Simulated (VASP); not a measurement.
BaTiO3: single point with PBEsol+U

The system is BaTiO3.

```
CELL_PARAMETERS angstrom
3.96556 0.00073 0.00000
0.00073 3.96621 0.00000
0.00000 0.00000 8.04794
ATOMIC_POSITIONS crystal
Ba 0.99899 0.99895 0.99846
Ba 0.00102 0.00106 0.49846
Ti 0.49313 0.49284 0.24182
Ti 0.50690 0.50718 0.74182
O 0.49993 0.49994 0.01082
O 0.50006 0.50006 0.51082
O 0.50333 0.00523 0.25644
O 0.49666 0.99476 0.75644
O 0.00501 0.50348 0.25646
O 0.99497 0.49652 0.75646
```

* Program: VASP 6.6.1
* Task: single point
* Functional: PBEsol
* Potentials or basis: VASP PAW PBE potentials, release 64 (Ba_sv, Ti_sv, O)
* Cutoff: 520 eV
* k mesh: 7 × 7 × 4
* Occupations: fermi-dirac, width 0.05 eV
* Spin: no spin polarisation
* Hubbard terms: Ti d U = 1.0 eV

- Pressure: 2.5 GPa
- Largest force: 0.168 eV/Å
- Band gap on the k mesh: 2.09 eV

Forces in eV/Å, atoms in the order of the input:
```
Ba   0.002  0.002  0.030
Ba  -0.002 -0.002  0.030
Ti   0.049  0.052  0.152
Ti  -0.050 -0.052  0.152
O    0.000  0.000 -0.155
O    0.000  0.000 -0.155
O   -0.002 -0.054 -0.014
O    0.002  0.054 -0.013
O   -0.052 -0.002 -0.014
O    0.052  0.002 -0.013
```

Stress tensor (GPa, compression positive):
```
 2.47 -0.01  0.00
-0.01  2.46  0.00
 0.00  0.00  2.59
```

Levels at points of the mesh, in eV from the valence-band top:
| k point | band 37 | band 38 | band 39 | band 40 | band 41 | band 42 | band 43 | band 44 |
| --- | --- | --- | --- | --- | --- | --- | --- | --- |
| (0.00, 0.00, 0.00) | -0.65 | -0.29 | -0.28 | -0.26 | 2.09 | 2.23 | 2.31 | 2.34 |
| (0.00, 0.00, 0.50) | -0.49 | -0.49 | -0.47 | -0.47 | 2.18 | 2.18 | 3.13 | 3.13 |

Eigenvalues of the final occupation matrices:
```
    site  spin  trace               eigenvalues
site 3 d     1   0.88  0.12 0.13 0.13 0.25 0.26
site 3 d     2   0.88  0.12 0.13 0.13 0.25 0.26
site 4 d     1   0.88  0.12 0.13 0.13 0.25 0.26
site 4 d     2   0.88  0.12 0.13 0.13 0.25 0.26
```

Wall time 5.6 min on 4 MPI ranks on Oxide Virtual Turin-like Processor, with other jobs on the host, peak memory 0.57 GiB a rank.

Caveat: the PAW data sets were made with another functional, which shifts forces and pressure a little; spin-orbit coupling is left out, which moves the levels of the heavy elements. A k mesh can miss the band edges.
